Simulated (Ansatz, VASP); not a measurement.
# Two plane-wave programs on CsH

File INCAR:

```
PREC     = Accurate       # precision mode
ENCUT    = 520            # plane-wave cutoff, eV
EDIFF    = 1E-7           # SCF threshold, eV
ISMEAR   = 0              # smearing method
SIGMA    = 0.05           # smearing width, eV
LREAL    = False          # projectors in reciprocal space
LASPH    = True           # aspherical terms in the spheres
NELM     = 100            # most SCF steps
ALGO     = Normal         # electronic algorithm
ISIF     = 2              # what is computed and relaxed
LWAVE    = False          # write WAVECAR
LCHARG   = False          # write CHGCAR
GGA      = CA             # functional
NBANDS   = 12             # bands
```

File KPOINTS:

```
regular mesh
0
Gamma
  8 8 8
```

Contents of POSCAR:

```
CsH
1.0
    0.0000000000      3.1880000000      3.0604800000
    3.1880000000      0.0000000000      3.0604800000
    3.1880000000      3.1880000000      0.0000000000
Cs H
1 1
Direct
    0.0000000000      0.0000000000      0.0000000000
    0.5000000000      0.5000000000      0.5000000000
```

Input for Ansatz:

```yaml
crystal:
  lattice:
    - [0.0, 3.188, 3.06048]
    - [3.188, 0.0, 3.06048]
    - [3.188, 3.188, 0.0]
  atoms:
    - { symbol: Cs, position: [0.0, 0.0, 0.0] }
    - { symbol: H, position: [0.5, 0.5, 0.5] }
basis:
  ecutwfc: 420
kpoints:
  mp_grid: { grid: [8, 8, 8] }
hamiltonian:
  xc: lda
scf:
  occupations: { method: gaussian, width: 0.05 }
output:
  forces: true
  stress: true
  eigenvalues: true
```

Change from the starting cell: strain +0.000 along x and y, -0.040 along z, atoms carried along.

Alike in both runs: task single point; functional LDA; k mesh 8 × 8 × 8; occupations gaussian, width 0.05 eV; no spin polarisation.

|  | VASP | Ansatz |
| --- | --- | --- |
| version | VASP 6.6.1 | Ansatz 0.2.0 |
| potentials or method | VASP PAW LDA potentials, release 64 (Cs_sv, H), cutoff 520 eV | scalar-relativistic, plane waves, PAW |
| valence electrons in the cell | 10 | 10 |

```tsv
	VASP	Ansatz	Ansatz less VASP
gap on the k mesh at the Fermi level (eV)	1.87	1.89	+0.021
least direct gap on the mesh (eV)	1.87	1.89	+0.021
pressure (GPa)	-0.9	-0.9	-0.03
traceless stress, the component that is largest in VASP (GPa)	0.65	0.64	-0.017
```

LDA's correlation is that of Perdew and Zunger in VASP and of Perdew and Wang (1992) in Ansatz.

Neither program's run includes spin-orbit coupling.
